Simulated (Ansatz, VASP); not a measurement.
**Two plane-wave programs on SnO2**

The input INCAR:

```
PREC = Accurate ; ENCUT = 520
EDIFF = 1E-7 ; ISMEAR = -1
SIGMA = 0.05 ; LREAL = F
LASPH = T ; NELM = 60
ALGO = Normal ; ISIF = 2
LWAVE = F ; LCHARG = T
GGA = PE ; LELF = T
LVHAR = T ; NBANDS = 64
```

The input KPOINTS:

```
Automatic mesh
0
Gamma
  5 5 5
```

The input POSCAR:

```
SnO2
1.0
   -3.1806076000      3.3494920600      3.4140210000
    3.1806076000     -3.3494920600      3.4140210000
    3.3171864000      3.4794479400     -3.4140210000
Sn O
4 8
Direct
    0.5000000000      0.0000000000      0.0000000000
    0.5000000000      0.5000000000      0.5000000000
    0.0035990000      0.7535990000      0.2500000000
    0.9964010000      0.2464010000      0.7500000000
    0.8064960000      0.8037740000      0.4972780000
    0.8064960000      0.3092180000      0.0027220000
    0.3024350000      0.2459400000      0.0564950000
    0.6894450000      0.2459400000      0.4435050000
    0.3105550000      0.7540600000      0.5564950000
    0.1935040000      0.6907820000      0.9972780000
    0.6975650000      0.7540600000      0.9435050000
    0.1935040000      0.1962260000      0.5027220000
```

input.yaml

```yaml
crystal:
  lattice:
    - [-3.1806076, 3.34949206, 3.414021]
    - [3.1806076, -3.34949206, 3.414021]
    - [3.3171864, 3.47944794, -3.414021]
  atoms:
    - { symbol: Sn, position: [0.5, 0.0, 0.0] }
    - { symbol: Sn, position: [0.5, 0.5, 0.5] }
    - { symbol: Sn, position: [0.003599, 0.753599, 0.25] }
    - { symbol: Sn, position: [0.996401, 0.246401, 0.75] }
    - { symbol: O, position: [0.806496, 0.803774, 0.497278] }
    - { symbol: O, position: [0.806496, 0.309218, 0.002722] }
    - { symbol: O, position: [0.302435, 0.24594, 0.056495] }
    - { symbol: O, position: [0.689445, 0.24594, 0.443505] }
    - { symbol: O, position: [0.310555, 0.75406, 0.556495] }
    - { symbol: O, position: [0.193504, 0.690782, 0.997278] }
    - { symbol: O, position: [0.697565, 0.75406, 0.943505] }
    - { symbol: O, position: [0.193504, 0.196226, 0.502722] }
hamiltonian:
  xc: pbe
  pseudopotentials: { kind: paw }
kpoints:
  mp_grid: { grid: [5, 5, 5] }
scf:
  occupations: { method: fermi_dirac, width: 0.05 }
output:
  forces: true
  stress: true
  eigenvalues: true
  write_density: true
  write_potential: true
  elf: true
  volumetric_format: npy
```

Alike in both runs: task single point; functional PBE; k mesh 5 × 5 × 5; occupations fermi-dirac, width 0.05 eV; no spin polarisation.

```csv
,VASP,Ansatz
version,VASP 6.6.1,Ansatz 0.2.0
potentials or method,"VASP PAW PBE potentials, release 64 (Sn_d, O)",Ansatz PAW
plane-wave cutoff (eV),520,420
valence electrons in the cell,104,104
```

VASP gave:

* gap on the k mesh at the Fermi level (eV): 0.62
* least direct gap on the mesh (eV): 0.62
* pressure (GPa): 0.1
* traceless stress, the component that is largest in VASP (GPa): -3.93
* rms of the force components (eV/Å): 0.083

Q: Estimate Ansatz's values.

A: gap on the k mesh at the Fermi level (eV): 0.63; least direct gap on the mesh (eV): 0.63; pressure (GPa): -0.5; traceless stress, the component that is largest in VASP (GPa): -3.87; rms of the force components (eV/Å): 0.080.

Atom by atom the forces differ by 0.008 eV/Å (rms over components).

Noted on Ansatz's run: odd divisions of the mesh miss points on the zone boundary, where band edges often lie, so the gap on the mesh can be too wide.
